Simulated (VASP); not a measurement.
GaRe12, 13 atoms in the cell. The cell holds a slab with vacuum, 13 atoms: a = 5.520 Å, b = 5.520 Å, c = 16.457 Å, α = 90.00°, β = 90.00°, γ = 60.00°. 

| Property | Result |
| --- | --- |
| Program | VASP 6.6.1 |
| Task | single point |
| Functional | PBE |
| Potentials or basis | VASP PAW PBE potentials, release 64 (Re, Ga_d) |
| Cutoff | 520 eV |
| k mesh | 4 × 4 × 1 |
| Occupations | gaussian, width 0.15 eV |
| Spin | no spin polarisation |
| Dipole correction | no |
| Further INCAR settings | ALGO = Normal; EDIFF = 1e-06; NBANDS = 60 |

Potentials or basis: VASP PAW PBE potentials, release 64 (Re, Ga_d).

Command:

```bash
$ cat potpaw_PBE.64/Re/POTCAR potpaw_PBE.64/Ga_d/POTCAR > POTCAR
$ mpirun -np 1 vasp_std > vasp.out
```

Hardware: 1 thread of Intel(R) Xeon(R) Platinum 8488C (Sapphire Rapids), with other jobs on the host.

Task: Estimate the wall time of this run.

Result: It took 19 min on 1 thread of Intel(R) Xeon(R) Platinum 8488C (Sapphire Rapids) (shared host), peak memory 0.61 GiB. Counts: scf iterations 31, k points 10.
